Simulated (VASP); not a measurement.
Write the native input for VASP 6.6.1 that does the following.

```yaml
Task: single point
Functional: PBE
Potentials_or_basis: VASP PAW PBE potentials, release 64 (H, Os_sv_GW)
Cutoff: 500 eV
k_mesh: 12 × 12 × 12
Occupations: gaussian, width 0.1 eV
Spin: no spin polarisation
Dipole_correction: no
Further_INCAR_settings: ALGO = Normal; EDIFF = 1e-06; NBANDS = 18
```

The structure of H4Os lies in POSCAR:

```
H4Os
1.0
    1.9210866246     -2.5036933790      0.0000000000
    1.9210866246      2.5036933790      0.0000000000
    0.0000000000      0.0000000000      3.0519310213
H Os
4 1
Direct
    0.6463938605      0.3536061395      0.0000000000
    0.3536061395      0.6463938605      0.0000000000
    0.7679843152      0.7679843152      0.5000000000
    0.2320156848      0.2320156848      0.5000000000
    0.0000000000      0.0000000000      0.0000000000
```

This cell differs from its parent crystal: atoms taken out.

One way to write it, as run:

INCAR

```
SYSTEM = H4Os
  ALGO = Normal
  EDIFF = 1E-6
  ENCUT = 500
  GGA = PE
  GGA_COMPAT = .FALSE.
  ISIF = 2
  ISMEAR = 0
  LASPH = .TRUE.
  LCHARG = .FALSE.
  LREAL = .FALSE.
  LWAVE = .FALSE.
  NBANDS = 18
  NELM = 120
  PREC = Accurate
  SIGMA = 0.1
```

KPOINTS

```
k-points
0
G
  12 12 12
  0 0 0
```

Potentials or basis: VASP PAW PBE potentials, release 64 (H, Os_sv_GW).

Command:

```bash
$ cat potpaw_PBE.64/H/POTCAR potpaw_PBE.64/Os_sv_GW/POTCAR > POTCAR
$ mpirun -np 1 vasp_std > vasp.out
```

Results of the run:

```json
{
 "Pressure": "-1.6 GPa",
 "Largest force": "0.005 eV/Å",
 "Band gap on the k mesh": "zero (bands 10 and 11 overlap by 1.18 eV)"
}
```

Caveat: the cell differs from its parent crystal (atoms taken out); spin-orbit coupling is left out, which moves the levels of the heavy elements.

It took 2 min on 1 thread of AMD EPYC 7R43 64-Core Processor (Zen 3) (shared host), peak memory 0.23 GiB.
